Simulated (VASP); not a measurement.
Crystal: MgF2.

```
CELL_PARAMETERS angstrom
4.69758 0.00000 0.00000
0.00000 4.69758 0.00000
0.00000 0.00000 3.09299
ATOMIC_POSITIONS crystal
Mg 0.50000 0.50000 0.50000
Mg 0.00000 0.00000 0.00000
F 0.69643 0.69643 0.00000
F 0.80357 0.19643 0.50000
F 0.30357 0.30357 0.00000
F 0.19643 0.80357 0.50000
```

* Program: VASP 6.6.1
* Task: relaxation of cell and atoms
* Functional: LDA
* Potentials or basis: VASP PAW LDA potentials, release 64 (Mg, F)
* Cutoff: 600 eV
* k mesh: 6 × 6 × 8
* Occupations: fermi-dirac, width 0.02 eV
* Spin: no spin polarisation

At the start: pressure -10.1 GPa; volume 11.38 Å³/atom.

Question: Where does the relaxation end?

Answer: Over 7 steps the energy falls by 39.8 meV/atom and the volume is 10.23 Å³/atom (-10.1 %); space group P4_2/mnm (No. 136, to 0.1 Å) before and after.

Step by step:
| step | energy change (eV) | largest force (eV/Å) | pressure (GPa) | volume (Å³) |
| --- | --- | --- | --- | --- |
| 1 | 0.0000 | 0.0715 | -10.12 | 68.25 |
| 2 | -0.2337 | 0.1588 | 0.20 | 61.40 |
| 3 | -0.2338 | 0.1530 | -0.08 | 61.53 |
| 4 | -0.2384 | 0.0407 | -0.01 | 61.39 |
| 5 | -0.2388 | 0.0085 | 0.05 | 61.33 |
| 6 | -0.2388 | 0.0055 | 0.05 | 61.33 |
| 7 | -0.2388 | 0.0033 | -0.02 | 61.36 |

Final structure:
```cif
data_structure
_symmetry_space_group_name_H-M 'P 1'
_symmetry_Int_Tables_number 1
_cell_length_a 4.5242
_cell_length_b 4.5242
_cell_length_c 2.9980
_cell_angle_alpha 90.000
_cell_angle_beta 90.000
_cell_angle_gamma 90.000
_cell_volume 61.36
loop_
_atom_site_label
_atom_site_type_symbol
_atom_site_fract_x
_atom_site_fract_y
_atom_site_fract_z
_atom_site_occupancy
Mg1 Mg 0.50000 0.50000 0.50000 1
Mg2 Mg 0.00000 0.00000 0.00000 1
F1 F 0.69746 0.69746 0.00000 1
F2 F 0.80254 0.19746 0.50000 1
F3 F 0.30254 0.30254 0.00000 1
F4 F 0.19746 0.80254 0.50000 1
```
